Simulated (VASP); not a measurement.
Crystal: Ta3N.

```
Ta N
1.0
     3.03222    0.00000    0.00000
    -1.51611    2.62598    0.00000
     0.00000    0.00000    7.52414
Ta N
3 1
Direct
  0.00000 0.00000 0.50000
  0.33333 0.66667 0.17393
  0.66667 0.33333 0.82607
  0.00000 0.00000 0.00000
```

Base run:

| Property | Result |
| --- | --- |
| Program | VASP 6.6.1 |
| Functional | PBE |
| Potentials or basis | VASP PAW PBE potentials, release 64 (Ta_pv, N) |
| Cutoff | 520 eV |
| k mesh | 15 × 15 × 6 |
| Occupations | gaussian, width 0.1 eV |
| Spin | no spin polarisation |

Its results: pressure -0.4 GPa; largest force 0.054 eV/Å.

Q: The run is repeated on the same cell with these changes: k mesh from 15 × 15 × 6 to 1 × 1 × 1. What comes out?

A: Pressure 46.5 GPa; largest force 9.642 eV/Å.

Caveats: some runs use coarse meshes; forces of over 1 eV/Å act on the atoms, so gaps and moduli don't describe the material at rest (at least some runs).
